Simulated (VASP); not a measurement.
Wanted: the native input for a VASP 6.6.1 run.

```yaml
Task: single point
Functional: PBE
Potentials_or_basis: VASP PAW PBE potentials, release 64 (Be, S)
Cutoff: 520 eV
k_mesh: 8 × 8 × 8
Occupations: gaussian, width 0.02 eV
Spin: no spin polarisation
Dipole_correction: no
Further_INCAR_settings: ALGO = Normal; EDIFF = 1e-06; NBANDS = 11
```

The structure of BeS lies in POSCAR:

```
BeS
1.0
    0.0000000000      2.4132917402      2.4132917402
    2.4132917402      0.0000000000      2.4132917402
    2.4132917402      2.4132917402      0.0000000000
Be S
1 1
Direct
    0.0000000000      0.0000000000      0.0000000000
    0.2500000000      0.2500000000      0.2500000000
```

This cell differs from its parent crystal: volume scaled by 0.97.

One way to write it, as run:

INCAR

```
SYSTEM = BeS
PREC = Accurate ; ENCUT = 520
EDIFF = 1E-6 ; ISMEAR = 0
SIGMA = 0.02 ; LREAL = .FALSE.
LASPH = .TRUE. ; NELM = 60
ALGO = Normal ; ISIF = 2
LWAVE = .FALSE. ; LCHARG = .FALSE.
GGA = PE ; NBANDS = 11
```

KPOINTS

```
regular mesh
0
G
  8 8 8
  0 0 0
```

Potentials or basis: VASP PAW PBE potentials, release 64 (Be, S).

The run is started by

```sh
$ cat potpaw_PBE.64/Be/POTCAR potpaw_PBE.64/S/POTCAR > POTCAR
$ mpirun -np 1 vasp_std > vasp.out
```

Results of the run:

```
Pressure               : 3.0 GPa
Band gap on the k mesh : 3.08 eV, indirect (least direct gap 5.66 eV)
```

It took 10 s on 1 thread of Intel(R) Xeon(R) Platinum 8259CL CPU @ 2.50GHz (Skylake/Cascade Lake), on a shared host, peak memory 0.15 GiB.
